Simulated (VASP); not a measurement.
# Pd (Pm-3m) in VASP: a series of runs

The runs below take Pd through single point, with PBEsol.

Program: VASP 6.6.1. These are calculated values, not measurements. Logs are shortened: lines on timing, memory, paths and dates and some standing lists are left out, and cuts for length are marked.

### 1 The cell of the first run

The structure is cubic, space group Pm-3m (No. 221). The conventional cell has a = 2.633 Å, b = 2.633 Å, c = 2.633 Å, α = 90.00°, β = 90.00°, γ = 90.00°. Within 3.5 Å of Pd (site symmetry m-3m) lie 6 Pd at 2.63 Å.

This isn't the form of Pd at room conditions, which is fcc.

### 2 Single point, PBEsol, collinear spin (18.25 Å³/atom)

INCAR

```
PREC     = Accurate       # precision mode
ENCUT    = 520            # plane-wave cutoff, eV
EDIFF    = 1E-6           # SCF threshold, eV
ISMEAR   = -1             # smearing method
SIGMA    = 0.05           # smearing width, eV
LREAL    = False          # projectors in reciprocal space
LASPH    = True           # aspherical terms in the spheres
NELM     = 150            # most SCF steps
ALGO     = Normal         # electronic algorithm
ISIF     = 2              # what is computed and relaxed
LWAVE    = False          # write WAVECAR
LCHARG   = False          # write CHGCAR
ISPIN    = 2              # spin polarisation
MAGMOM   = 0.5            # initial moments
LORBIT   = 11             # projections on sites
LMAXMIX  = 4              # l up to which the mixer works
GGA      = PS             # functional
NBANDS   = 15             # bands
```

KPOINTS

```
Automatic mesh
0
Gamma
  14 14 14
```

POSCAR

```
Pd
1.0
    2.6328949216      0.0000000000      0.0000000000
    0.0000000000      2.6328949216      0.0000000000
    0.0000000000      0.0000000000      2.6328949216
Pd
1
Direct
    0.0000000000      0.0000000000      0.0000000000
```

Potentials or basis: VASP PAW PBE potentials, release 64 (Pd).

On the command line:

```bash
cat potpaw_PBE.64/Pd/POTCAR > POTCAR
mpirun -np 1 vasp_std > vasp.out
```

OUTCAR:

```text
PREC = Accurate
   ENCUT = 520
   EDIFF = 1E-6
   ISMEAR = -1
   LREAL = False
   LASPH = True
   NELM = 150
   ISIF = 2
   ISPIN = 2
   LORBIT = 11
   GGA = PS

 ion  position               nearest neighbor table
   1  0.000  0.000  0.000-

  LATTYP: Found a simple cubic cell.
 ALAT       =     2.6328949216

  Lattice vectors:

 A1 = (   2.6328949216,   0.0000000000,   0.0000000000)
 A2 = (   0.0000000000,   2.6328949216,   0.0000000000)
 A3 = (   0.0000000000,   0.0000000000,   2.6328949216)

Analysis of symmetry for initial positions (statically):
=====================================================================
 Subroutine PRICEL returns:
 Original cell was already a primitive cell.

 Routine SETGRP: Setting up the symmetry group for a
 simple cubic supercell.

 Subroutine GETGRP returns: Found 48 space group operations
 (whereof 48 operations were pure point group operations)
 out of a pool of 48 trial point group operations.

The static configuration has the point symmetry O_h .

Analysis of symmetry for dynamics (positions and initial velocities):
=====================================================================
 Subroutine PRICEL returns:
 Original cell was already a primitive cell.

 Routine SETGRP: Setting up the symmetry group for a
 simple cubic supercell.

 Subroutine GETGRP returns: Found 48 space group operations
 (whereof 48 operations were pure point group operations)
 out of a pool of 48 trial point group operations.

The dynamic configuration has the point symmetry O_h .

Analysis of structural, dynamic, and magnetic symmetry:
=====================================================================
 Subroutine PRICEL returns:
 Original cell was already a primitive cell.

 Routine SETGRP: Setting up the symmetry group for a
 simple cubic supercell.

 Subroutine GETGRP returns: Found 48 space group operations
 (whereof 48 operations were pure point group operations)
 out of a pool of 48 trial point group operations.

The overall configuration has the point symmetry O_h .

 Subroutine INISYM returns: Found 48 space group operations
 (whereof 48 operations are pure point group operations),
 and found     1 'primitive' translations

----------------------------------------------------------------------------------------

                                     Primitive cell

  volume of cell :      18.2516

  direct lattice vectors                    reciprocal lattice vectors
     2.632894922  0.000000000  0.000000000     0.379810068  0.000000000  0.000000000
     0.000000000  2.632894922  0.000000000     0.000000000  0.379810068  0.000000000
     0.000000000  0.000000000  2.632894922     0.000000000  0.000000000  0.379810068

  length of vectors
     2.632894922  2.632894922  2.632894922     0.379810068  0.379810068  0.379810068

  position of ions in fractional coordinates (direct lattice)
     0.000000000  0.000000000  0.000000000

  ion indices of the primitive-cell ions
   primitive index   ion index
                 1           1

----------------------------------------------------------------------------------------

 KPOINTS: Automatic mesh

Automatic generation of k-mesh.
 Grid dimensions read from file:
 generate k-points for:   14   14   14

 Generating k-lattice:

  Cartesian coordinates                     Fractional coordinates (reciprocal lattice)
     0.027129291  0.000000000  0.000000000     0.071428571  0.000000000  0.000000000
     0.000000000  0.027129291  0.000000000     0.000000000  0.071428571  0.000000000
     0.000000000  0.000000000  0.027129291     0.000000000  0.000000000  0.071428571

  Length of vectors
     0.027129291  0.027129291  0.027129291

  Shift w.r.t. Gamma in fractional coordinates (k-lattice)
     0.000000000  0.000000000  0.000000000

 Subroutine IBZKPT returns following result:
 ===========================================

 Found    120 irreducible k-points:

 Following reciprocal coordinates:
            Coordinates               Weight
  0.000000  0.000000  0.000000      1.000000
  0.071429  0.000000  0.000000      6.000000
  0.142857  0.000000  0.000000      6.000000
  0.214286  0.000000  0.000000      6.000000
  0.285714  0.000000  0.000000      6.000000
  0.357143  0.000000  0.000000      6.000000
[... 16 lines left out ...]
  0.285714  0.214286  0.000000     24.000000
  0.357143  0.214286  0.000000     24.000000
 [... further k-points ...]
   k-points           NKPTS =    120   k-points in BZ     NKDIM =    120   number of bands    NBANDS=     15
   number of dos      NEDOS =    301   number of ions     NIONS =      1
   total plane-waves  NPLWV =   8000
   dimension x,y,z NGX =    20 NGY =   20 NGZ =   20
   dimension x,y,z NGXF=    40 NGYF=   40 NGZF=   40
   ions per type =               1
   NGX,Y,Z   is equivalent  to a cutoff of  12.63, 12.63, 12.63 a.u.
   NGXF,Y,Z  is equivalent  to a cutoff of  25.26, 25.26, 25.26 a.u.
 SYSTEM =  unknown system
   PREC   = accura    normal or accurate (medium, high low for compatibility)
   ISTART =      0    job   : 0-new  1-cont  2-samecut
   ICHARG =      2    charge: 1-file 2-atom 10-const
   ISPIN  =      2    spin polarized calculation?
   LNONCOLLINEAR =      F non collinear calculations
   LSORBIT =      F    spin-orbit coupling
   LASPH  =      T    aspherical Exc in radial PAW
   ENCUT  =  520.0 eV  38.22 Ry    6.18 a.u.   4.90  4.90  4.90*2*pi/ulx,y,z
   NELM   =    150;   NELMIN=  2; NELMDL= -5     # of ELM steps
   EDIFF  = 0.1E-05   stopping-criterion for ELM
   LREAL  =      F    real-space projection
   EDIFFG = 0.1E-04   stopping-criterion for IOM
   NSW    =      0    number of steps for IOM
   IBRION =     -1    ionic relax: 0-MD 1-quasi-New 2-CG
   NFREE  =      0    steps in history (QN), initial steepest desc. (CG)
   ISIF   =      2    stress and relaxation
   ISYM   =      2    0-nonsym 1-usesym 2-fastsym
   POTIM  = 0.5000    time-step for ionic-motion
   TEBEG  =    0.0;   TEEND  =   0.0 temperature during run
   PSTRESS=    0.0 pullay stress
   NELECT =      10.0000    total number of electrons
   NUPDOWN=      -1.0000    fix difference up-down
   EMIN   =  10.00;   EMAX   =-10.00  energy-range for DOS
   EFERMI =   0.00;   METHOD = LEGACY
   ISMEAR =    -1;   SIGMA  =   0.05  broadening in eV -4-tet -1-fermi 0-gaus
   EFERMI_NEDOS =   21; number of points for ismear=-14 and -15
   IALGO  =     38    algorithm
   IMIX   =      4    mixing-type and parameters
     AMIX     =   0.40;   BMIX     =  1.00
     AMIX_MAG =   1.60;   BMIX_MAG =  1.00
  volume/ion in A,a.u.               =      18.25       123.17
  Fermi-wavevector in a.u.,A,eV,Ry     =   1.339598  2.531474 24.415982  1.794524
  Thomas-Fermi vector in A             =   2.467978
   LORBIT       =     11    0 simple, 1 ext, 2 COOP (PROOUT), +10 PAW based schemes
   GGA     = PS    functional components
   LHFCALC =     F    Hartree Fock is set to
   AEXX    =    0.0000 exact exchange contribution
   IVDW    =     0    specifies the selected vdW correction
   LEPSILON=     F    determine dielectric tensor
   LRPA    =     F    only Hartree local field effects (RPA)
 spin polarized calculation
  energy-cutoff  :      520.00
  volume of cell :       18.25
 maximum number of plane-waves:       508
 NGX is ok and might be reduce to    20
   NGX =  9   NGY =  9   NGZ =  9

 number of electron      10.0000002 magnetization       0.0005825

 number of electron      10.0000002 magnetization      -0.0000926

 Free energy of the ion-electron system (eV)
  ---------------------------------------------------
  ext. energy  EPLUGINS =         0.00000000
  ---------------------------------------------------
  free energy    TOTEN  =        -5.32208550 eV

  energy without entropy =       -5.30597081  energy(sigma->0) =       -5.31402815

 E-fermi :   6.6617     XC(G=0): -11.9786

 val. band max:        6.6610208488   @ k =   0.4286   0.0714   0.0714
 cond. band min:       6.6640938347   @ k =   0.4286   0.3571   0.2143
 fundamental gap:      0.0030729859
 Fermi energy:         6.6617458383

 spin component 1

 k-point     1 :       0.0000    0.0000    0.0000
  band No.  band energies     occupation
      1       0.8172      1.00000
      2       2.3316      1.00000
      3       2.3316      1.00000
      4       6.6837      0.39209
      5       6.6837      0.39209
      6       6.6837      0.39208
      7      22.8625      0.00000
      8      22.8625      0.00000
      9      22.8625      0.00000
     10      29.0357      0.00000
     11      29.0357      0.00000
     12      29.1642      0.00000
     13      33.6630      0.00000
     14      36.3208      0.00000
     15      36.3208      0.00000
[... 397 lines left out ...]
 k-point    24 :       0.3571    0.2143    0.0000
  band No.  band energies     occupation
      1       2.8611      1.00000
      2       3.5335      1.00000
      3       4.3569      1.00000
      4       5.5547      1.00000
      5       6.2286      0.99983
      6       6.9049      0.00767
      7      14.4384      0.00000
      8      20.8687      0.00000
      9      25.8668      0.00000
     10      28.3947      0.00000
     11      28.8132      0.00000
     12      33.4798      0.00000
     13      33.8042      0.00000
     14      34.8688      0.00000
     15      36.1850      0.00000

 [... further k-points ...]

 spin component 2

 k-point     1 :       0.0000    0.0000    0.0000
  band No.  band energies     occupation
      1       0.8170      1.00000
      2       2.3315      1.00000
      3       2.3315      1.00000
      4       6.6834      0.39323
      5       6.6834      0.39323
      6       6.6834      0.39323
      7      22.8622      0.00000
      8      22.8622      0.00000
      9      22.8622      0.00000
     10      29.0356      0.00000
     11      29.0356      0.00000
     12      29.1642      0.00000
     13      33.6632      0.00000
     14      36.3206      0.00000
     15      36.3206      0.00000
[... 397 lines left out ...]
 k-point    24 :       0.3571    0.2143    0.0000
  band No.  band energies     occupation
      1       2.8610      1.00000
      2       3.5333      1.00000
      3       4.3568      1.00000
      4       5.5545      1.00000
      5       6.2284      0.99983
      6       6.9047      0.00769
      7      14.4382      0.00000
      8      20.8685      0.00000
      9      25.8666      0.00000
     10      28.3946      0.00000
     11      28.8130      0.00000
     12      33.4799      0.00000
     13      33.8042      0.00000
     14      34.8686      0.00000
     15      36.1848      0.00000

 [... further k-points ...]
[... 5 lines left out ...]
  --------------------------------------------------------------------------------------
  -------------------------------------------------------------------------------------
  Total       -1.0826548     -1.0826548     -1.0826548     -0.0000000     -0.0000000     -0.0000000
  in kB      -95.0385993    -95.0385993    -95.0385993     -0.0000000     -0.0000000     -0.0000000
  external PRESSURE =     -95.0385993 kB  Pullay stress =       0.0000000 kB

 VOLUME and BASIS-vectors are now :
 -----------------------------------------------------------------------------
  energy-cutoff  :      520.00
  volume of cell :       18.25
      direct lattice vectors                 reciprocal lattice vectors
     2.632894922  0.000000000  0.000000000     0.379810068  0.000000000  0.000000000
     0.000000000  2.632894922  0.000000000     0.000000000  0.379810068  0.000000000
     0.000000000  0.000000000  2.632894922     0.000000000  0.000000000  0.379810068

 POSITION                                       TOTAL-FORCE (eV/Angst)
 -----------------------------------------------------------------------------------
      0.00000      0.00000      0.00000         0.000000      0.000000      0.000000
 -----------------------------------------------------------------------------------
    total drift:                                0.000000      0.000000      0.000000

  FREE ENERGIE OF THE ION-ELECTRON SYSTEM (eV)
  ---------------------------------------------------
  free  energy   TOTEN  =        -5.3220854956 eV

  energy  without entropy=       -5.3059708134  energy(sigma->0) =       -5.31402815

 total charge

# of ion       s       p       d       tot
------------------------------------------
    1        0.468   0.320   8.497   9.285

 magnetization (x)

# of ion       s       p       d       tot
------------------------------------------
    1       -0.000  -0.000  -0.000  -0.000
```

Run time: 47 s. Hardware: 1 thread of Intel Xeon 8259CL, shared host; peak memory 0.16 GiB.

Results:

```yaml
Free_energy: -5.3221 eV
Pressure: -9.5 GPa
Band_gap_on_the_k_mesh: zero (filled and empty bands overlap)
Net_moment: 0.00 μB per cell
Valence_electrons_inside_the_program's_atomic_spheres: Pd 9.29
```

Caveat: the cell stands under tension; the PAW data sets were made with another functional, which shifts forces and pressure a little.

### 3 Single point, PBEsol, collinear spin (18.93 Å³/atom)

This run uses another cell than the first one, of 18.93 Å³/atom.

INCAR

```
SYSTEM = Pd
PREC = Accurate ; ENCUT = 520
EDIFF = 1E-6 ; ISMEAR = -1
SIGMA = 0.05 ; LREAL = .FALSE.
LASPH = .TRUE. ; NELM = 150
ALGO = Normal ; ISIF = 2
LWAVE = .FALSE. ; LCHARG = .FALSE.
ISPIN = 2 ; MAGMOM = 0.5
LORBIT = 11 ; LMAXMIX = 4
GGA = PS ; NBANDS = 15
```

KPOINTS

```
Automatic mesh
0
G
  14 14 14
  0 0 0
```

POSCAR

```
Pd
1.0
    2.6650065610      0.0000000000      0.0000000000
    0.0000000000      2.6650065610      0.0000000000
    0.0000000000      0.0000000000      2.6650065610
Pd
1
Direct
    0.0000000000      0.0000000000      0.0000000000
```

Potentials or basis: VASP PAW PBE potentials, release 64 (Pd).

On the command line:

```bash
cat potpaw_PBE.64/Pd/POTCAR > POTCAR
mpirun -np 1 vasp_std > vasp.out
```

Wall time 58 s (1 thread of Intel Xeon 8259CL, shared host); peak memory 0.17 GiB.

It converged, with:

- Free energy: -5.2755 eV
- Pressure: -12.6 GPa
- Band gap on the k mesh: zero (filled and empty bands overlap)
- Net moment: 0.00 μB per cell
- Valence electrons inside the program's atomic spheres: Pd 9.23

Levels at points of the mesh, in eV from the Fermi level:
Spin up:
```
           k point  band 2  band 3  band 4  band 5  band 6  band 7  band 8  band 9
(0.00, 0.00, 0.00)   -4.10   -4.10    0.01    0.01    0.01   15.94   15.94   15.94
(0.50, 0.00, 0.00)   -3.60   -1.37   -1.37    0.14    0.54    4.46   18.06   20.59
(0.50, 0.50, 0.00)   -3.11   -1.11   -1.11    1.01    5.37    5.37   10.66   11.89
(0.50, 0.50, 0.50)   -3.46   -3.46    1.09    1.09   10.61   10.61   10.61   11.06
```
Spin down:
| k point | band 1 | band 2 | band 3 | band 4 | band 5 | band 6 | band 7 | band 8 | band 9 | band 10 |
| --- | --- | --- | --- | --- | --- | --- | --- | --- | --- | --- |
| (0.00, 0.00, 0.00) | -5.61 | -4.10 | -4.10 | 0.01 | 0.01 | 0.01 | 15.94 | 15.94 | 15.94 | 21.91 |
| (0.50, 0.00, 0.00) | -3.68 | -3.60 | -1.37 | -1.37 | 0.14 | 0.54 | 4.46 | 18.06 | 20.59 | 21.62 |
| (0.50, 0.50, 0.00) | -4.24 | -3.11 | -1.11 | -1.11 | 1.01 | 5.37 | 5.37 | 10.66 | 11.89 | 22.89 |
| (0.50, 0.50, 0.50) | -3.46 | -3.46 | -3.46 | 1.09 | 1.09 | 10.61 | 10.61 | 10.61 | 11.06 | 16.97 |

Caveat: the cell stands under tension; the PAW data sets were made with another functional, which shifts forces and pressure a little.

[end of part 1 of 2]
